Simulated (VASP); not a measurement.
# CoSi: single point with PBE

Crystal: CoSi.

```
Co Si
1.0
     2.78133    0.00000    0.00000
     0.00000    2.78133    0.00000
     0.00000    0.00000    2.78133
Co Si
1 1
Direct
  0.00000 0.00000 0.00000
  0.50000 0.50000 0.50000
```

```json
{
  "Program": "VASP 6.6.1",
  "Task": "single point",
  "Functional": "PBE",
  "Potentials or basis": "VASP PAW PBE potentials, release 64 (Co, Si)",
  "Cutoff": "520 eV",
  "k mesh": "14 × 14 × 14",
  "Occupations": "fermi-dirac, width 0.03 eV",
  "Spin": "collinear spin, ferromagnetic start",
  "Starting moments": "[0.43, 0.0] μB",
  "Fixed moment": "0.43 μB",
  "Dipole correction": "no",
  "Further INCAR settings": "ALGO = Normal; EDIFF = 1e-07; NBANDS = 18"
}
```

* Pressure: 0.1 GPa
* Net moment: 0.43 μB per cell
* Site moments: Co +0.44; Si +0.01 μB
* Valence electrons inside the program's atomic spheres: Co 8.61; Si 1.57

Wall time 39 s on 1 thread of Intel(R) Xeon(R) Platinum 8559C (Emerald Rapids) (shared host), peak memory 0.2 GiB.

Caveat: the total moment is fixed, so each spin has its own Fermi level.
